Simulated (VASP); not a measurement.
A run of VASP 6.6.1 is set up as follows.

Contents of INCAR:

```
ALGO     = Normal         # electronic algorithm
EDIFF    = 1E-6           # SCF threshold, eV
ENCUT    = 520            # plane-wave cutoff, eV
GGA      = PS             # functional
ISIF     = 2              # what is computed and relaxed
ISMEAR   = 0              # smearing method
IVDW     = 13             # dispersion correction
LASPH    = True           # aspherical terms in the spheres
LCHARG   = False          # write CHGCAR
LREAL    = False          # projectors in reciprocal space
LWAVE    = False          # write WAVECAR
NBANDS   = 22             # bands
NELM     = 100            # most SCF steps
PREC     = Accurate       # precision mode
SIGMA    = 0.1            # smearing width, eV
```

File KPOINTS:

```
k-points
0
Gamma
  6 6 4
```

Contents of POSCAR:

```
F
1.0
    2.7500000000     -1.6400000000      0.0000000000
    2.7500000000      1.6400000000      0.0000000000
   -1.5347185945      0.0000000000      7.1163922626
F
4
Direct
    0.9680000000      0.6020000000      0.0997000000
    0.3980000000      0.0320000000      0.4003000000
    0.0320000000      0.3980000000      0.9003000000
    0.6020000000      0.9680000000      0.5997000000
```

Potentials or basis: VASP PAW PBE potentials, release 64 (F).

Command:

```sh
$ cat potpaw_PBE.64/F/POTCAR > POTCAR
$ mpirun -np 1 vasp_std > vasp.out
```

Estimate the dispersion energy per atom.

-0.020 eV.

Estimate the pressure.

-5.9 GPa.

What does it give for the band gap on the k mesh?

1.85 eV, direct.

Stress tensor (GPa, compression positive):
```
 -0.41   0.00  -0.77
  0.00  -1.89   0.00
 -0.77   0.00 -15.35
```

Caveat: the PAW data sets were made with another functional, which shifts forces and pressure a little. A k mesh can miss the band edges.
